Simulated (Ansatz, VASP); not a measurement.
## InB3: VASP beside Ansatz

Contents of INCAR:

```
SYSTEM = InB3
PREC = Accurate
ENCUT = 600
EDIFF = 1E-6
ISMEAR = 0
SIGMA = 0.1
LREAL = .False.
LASPH = .True.
NELM = 80
ALGO = Normal
ISIF = 3
LWAVE = .False.
LCHARG = .False.
GGA = PE
IBRION = 2
NSW = 90
EDIFFG = -0.04
```

File KPOINTS:

```
regular mesh
0
Gamma
  6 6 4
  0 0 0
```

POSCAR

```
InB3
1.0
    5.0314330407      0.0000000000      0.0000000000
   -2.5157165204      4.3573488307      0.0000000000
    0.0000000000      0.0000000000      4.0385013266
In B
2 6
Direct
    0.3333333333      0.6666666667      0.2500000000
    0.6666666667      0.3333333333      0.7500000000
    0.8330000000      0.6660000000      0.2500000000
    0.1670000000      0.8330000000      0.7500000000
    0.3340000000      0.1670000000      0.2500000000
    0.1670000000      0.3340000000      0.7500000000
    0.8330000000      0.1670000000      0.2500000000
    0.6660000000      0.8330000000      0.7500000000
```

Input for Ansatz:

```yaml
crystal:
  lattice:
    - [5.0314330407, 0.0, 0.0]
    - [-2.5157165204, 4.3573488307, 0.0]
    - [0.0, 0.0, 4.0385013266]
  atoms:
    - { symbol: In, position: [0.3333333333, 0.6666666667, 0.25] }
    - { symbol: In, position: [0.6666666667, 0.3333333333, 0.75] }
    - { symbol: B, position: [0.833, 0.666, 0.25] }
    - { symbol: B, position: [0.167, 0.833, 0.75] }
    - { symbol: B, position: [0.334, 0.167, 0.25] }
    - { symbol: B, position: [0.167, 0.334, 0.75] }
    - { symbol: B, position: [0.833, 0.167, 0.25] }
    - { symbol: B, position: [0.666, 0.833, 0.75] }
basis:
  ecutwfc: 420
kpoints:
  mp_grid: { grid: [6, 6, 4] }
hamiltonian:
  xc: pbe
scf:
  occupations: { method: gaussian, width: 0.1 }
  lower_state_search: "off"
output:
  forces: true
  stress: true
  eigenvalues: true
relax:
  adjacent_minimum: "off"
  f_tol: 0.04
  max_steps: 70
  cell: { stress_tol: 0.4 }
```

Alike in both runs: task relaxation of cell and atoms; functional PBE; k mesh 6 × 6 × 4; occupations gaussian, width 0.1 eV; no spin polarisation.

```csv
,VASP,Ansatz
version,VASP 6.6.1,Ansatz 0.2.0
potentials or method,"VASP PAW PBE potentials, release 64 (In_d, B), cutoff 600 eV","scalar-relativistic, plane waves, PAW"
valence electrons in the cell,44,44
```

Ansatz gave:

- gap on the k mesh at the Fermi level, each at its own relaxed structure (eV): none
- relaxed volume (Å³/atom): 13.02
- relaxed cell length with the largest relative difference (Å): 3.072

Question: What did VASP give for the same quantities?

Answer: gap on the k mesh at the Fermi level, each at its own relaxed structure (eV): none; relaxed volume (Å³/atom): 12.17; relaxed cell length with the largest relative difference (Å): 2.862.

A gap of «none» marks a metal or a gap that the smearing closes. One of these differences is far larger than is usual between the two programs; its cause wasn't traced.

The k mesh is coarse, so the values compare programs but aren't converged.
